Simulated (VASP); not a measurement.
Runs of VASP 6.6.1 on Bi3Mo. The structure is that of space group Pm-3m (No. 221), or close to it. The cells are those of the table. The cell was built from a structure type or drawn by symmetry, and may not be a known phase.

```tsv
task	spin	cell	cutoff (eV)	gap on the mesh (eV)	pressure (GPa)
single point	collinear	a = 4.739 Å, 4 atoms	520	none	(a)
single point	off	a = 5.029 Å, 4 atoms	520	none	-8.7
relaxation of cell and atoms	off	relaxed from a = 5.029 Å, 4 atoms	600	none	0.0
single point	off	a = 4.739 Å, 4 atoms	520	none	-0.1
```

Alike in all rows: level PBE; potentials or basis VASP PAW PBE potentials, release 64 (Bi_d, Mo_sv); k mesh 4 × 4 × 4; smearing gaussian 0.1 eV.

Q: Fill in the values left out.

A: (a) 2.8.

Caveats: spin-orbit coupling is left out, which moves the levels of the heavy elements; the cell stands under tension (at least some runs).

A k mesh can miss the band edges, and the runs leave out spin-orbit coupling on Bi, Mo.

A gap of «none» marks levels without a gap at the run's occupations.
